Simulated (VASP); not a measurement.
Here is a VASP 6.6.1 calculation.

INCAR

```
  ALGO = Normal
  EDIFF = 1E-7
  ENCUT = 520
  GGA = PS
  ISIF = 2
  ISMEAR = -1
  LASPH = T
  LCHARG = T
  LELF = T
  LREAL = F
  LVHAR = T
  LWAVE = F
  NBANDS = 16
  NELM = 60
  PREC = Accurate
  SIGMA = 0.05
```

File KPOINTS:

```
k-points
0
Gamma
  8 8 8
```

The input POSCAR:

```
CdSe
1.0
    0.0000000000      2.9117775739      2.9117775739
    2.9117775739      0.0000000000      2.9117775739
    2.9117775739      2.9117775739      0.0000000000
Cd Se
1 1
Direct
    0.0000000000      0.0000000000      0.0000000000
    0.5000000000      0.5000000000      0.5000000000
```

Potentials or basis: VASP PAW PBE potentials, release 64 (Cd, Se).

The run is started by

```sh
$ cat potpaw_PBE.64/Cd/POTCAR potpaw_PBE.64/Se/POTCAR > POTCAR
$ mpirun -np 1 vasp_std > vasp.out
```

(1) Estimate the band gap on the k mesh.

(2) Predict the pressure.

Answers

(1) zero (band 9 reaches 1.78 eV, above the bottom of band 10 at 1.26 eV).

(2) -5.4 GPa.

Caveat: the PAW data sets were made with another functional, which shifts forces and pressure a little.
